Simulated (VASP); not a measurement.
A run of VASP 6.6.1 is set up as follows.

INCAR

```
PREC     = Accurate       # precision mode
ENCUT    = 520            # plane-wave cutoff, eV
EDIFF    = 1E-7           # SCF threshold, eV
ISMEAR   = 0              # smearing method
SIGMA    = 0.1            # smearing width, eV
LREAL    = False          # projectors in reciprocal space
LASPH    = True           # aspherical terms in the spheres
NELM     = 60             # most SCF steps
ALGO     = Normal         # electronic algorithm
ISIF     = 2              # what is computed and relaxed
LWAVE    = False          # write WAVECAR
LCHARG   = False          # write CHGCAR
GGA      = PE             # functional
NBANDS   = 28             # bands
```

File KPOINTS:

```
regular mesh
0
Gamma
  6 6 4
```

POSCAR

```
SnW2
1.0
    3.0747808500      0.0000000000      0.0000000000
    0.0000000000      3.0747808500      0.0000000000
    0.0000000000      0.0000000000      5.8746182700
Sn W
1 2
Direct
    0.0000000000      0.0000000000      0.0000000000
    0.5000000000      0.5000000000      0.2700000100
    0.5000000000      0.5000000000      0.7299999900
```

Potentials or basis: VASP PAW PBE potentials, release 64 (Sn_d, W_sv).

Launch:

```sh
$ cat potpaw_PBE.64/Sn_d/POTCAR potpaw_PBE.64/W_sv/POTCAR > POTCAR
$ mpirun -np 1 vasp_std > vasp.out
```

(1) Estimate the pressure.

(2) Estimate the band gap on the k mesh.

Answers

(1) 15.0 GPa.

(2) zero (band 21 reaches 12.43 eV, above the bottom of band 22 at 9.97 eV).

Caveat: spin-orbit coupling is left out, which moves the levels of the heavy elements; forces of over 1 eV/Å act on the atoms, so gaps and moduli don't describe the material at rest.
